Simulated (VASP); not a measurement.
A run of VASP 6.6.1 is set up as follows.

INCAR

```
SYSTEM = InSb
PREC     = Accurate       ! precision mode
ENCUT    = 520            ! plane-wave cutoff, eV
EDIFF    = 1E-6           ! SCF threshold, eV
ISMEAR   = 0              ! smearing method
SIGMA    = 0.15           ! smearing width, eV
LREAL    = .False.        ! projectors in reciprocal space
LASPH    = .True.         ! aspherical terms in the spheres
NELM     = 60             ! most SCF steps
ALGO     = Normal         ! electronic algorithm
ISIF     = 2              ! what is computed and relaxed
LWAVE    = .False.        ! write WAVECAR
LCHARG   = .False.        ! write CHGCAR
GGA      = PE             ! functional
NBANDS   = 16             ! bands
```

File KPOINTS:

```
Automatic mesh
0
Gamma
  14 14 14
  0 0 0
```

File POSCAR:

```
InSb
1.0
    0.0000000000      3.0195025715      3.0195025715
    3.0195025715      0.0000000000      3.0195025715
    3.0195025715      3.0195025715      0.0000000000
In Sb
1 1
Direct
    0.0000000000      0.0000000000      0.0000000000
    0.5000000000      0.5000000000      0.5000000000
```

Potentials or basis: VASP PAW PBE potentials, release 64 (In_d, Sb).

Run with:

```sh
$ cat potpaw_PBE.64/In_d/POTCAR potpaw_PBE.64/Sb/POTCAR > POTCAR
$ mpirun -np 1 vasp_std > vasp.out
```

Q: Predict the pressure.

A: 2.9 GPa.

Q: What does it give for the band gap on the k mesh?

A: Zero (bands 9 and 10 overlap by 2.87 eV).

Caveat: spin-orbit coupling is left out, which moves the levels of the heavy elements.
